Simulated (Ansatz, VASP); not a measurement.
# One calculation of MgSi3N, two programs

INCAR

```
SYSTEM = MgSi3N
PREC = Accurate
ENCUT = 520
EDIFF = 1E-6
ISMEAR = 0
SIGMA = 0.1
LREAL = .False.
LASPH = .True.
NELM = 150
ALGO = Normal
ISIF = 2
LWAVE = .False.
LCHARG = .False.
ISPIN = 2
MAGMOM = 0 0 0 0 1
LORBIT = 11
GGA = PE
NBANDS = 22
```

KPOINTS

```
regular mesh
0
Gamma
  4 4 4
  0 0 0
```

File POSCAR:

```
MgSi3N
1.0
    2.6663495600     -3.1393061100      0.0000000000
    2.6663495600      3.1393061100      0.0000000000
    0.0000000000      0.0000000000      4.5969433200
Mg Si N
1 3 1
Direct
    0.0000000000      0.0000000000      0.5000000000
    0.7490191000      0.2509809000      0.0000000000
    0.2509809000      0.7490191000      0.0000000000
    0.0000000000      0.0000000000      0.0000000000
    0.5000000000      0.5000000000      0.0000000000
```

Input for Ansatz:

```yaml
crystal:
  lattice:
    - [2.66634956, -3.13930611, 0.0]
    - [2.66634956, 3.13930611, 0.0]
    - [0.0, 0.0, 4.59694332]
  atoms:
    - { symbol: Mg, position: [0.0, 0.0, 0.5] }
    - { symbol: Si, position: [0.7490191, 0.2509809, 0.0] }
    - { symbol: Si, position: [0.2509809, 0.7490191, 0.0] }
    - { symbol: Si, position: [0.0, 0.0, 0.0] }
    - { symbol: "N", position: [0.5, 0.5, 0.0], spin: 1.0 }
basis:
  ecutwfc: 420
kpoints:
  mp_grid: { grid: [4, 4, 4] }
hamiltonian:
  xc: pbe
scf:
  occupations: { method: gaussian, width: 0.1 }
  lower_state_search: "off"
output:
  forces: true
  stress: true
  eigenvalues: true
  populations: true
magnetization:
  spin_polarized: true
```

Alike in both runs: task single point; functional PBE; k mesh 4 × 4 × 4; occupations gaussian, width 0.1 eV; collinear spin.

|  | VASP | Ansatz |
| --- | --- | --- |
| version | VASP 6.6.1 | Ansatz 0.2.0 |
| potentials or method | VASP PAW PBE potentials, release 64 (Mg, Si, N), cutoff 520 eV | scalar-relativistic, plane waves, PAW |
| valence electrons in the cell | 19 | 27 |

|  | VASP | Ansatz | Ansatz less VASP |
| --- | --- | --- | --- |
| gap on the k mesh at the Fermi level (eV) | none | none | - |
| rms of the force components (eV/Å) | 10.264 | 10.335 | +0.0706 |
| net moment per atom (μB) | 0.00 | 0.00 | 0.000 |

Atom by atom the forces differ by 0.071 eV/Å (rms over components). A gap of «none» marks a metal or a gap that the smearing closes. VASP's potentials hold 19 valence electrons a cell and Ansatz's 27, so a difference there can come from the potentials and not from the codes. Ansatz's warnings: seeded moment not kept.

The k mesh is coarse, so the values compare programs but aren't converged.
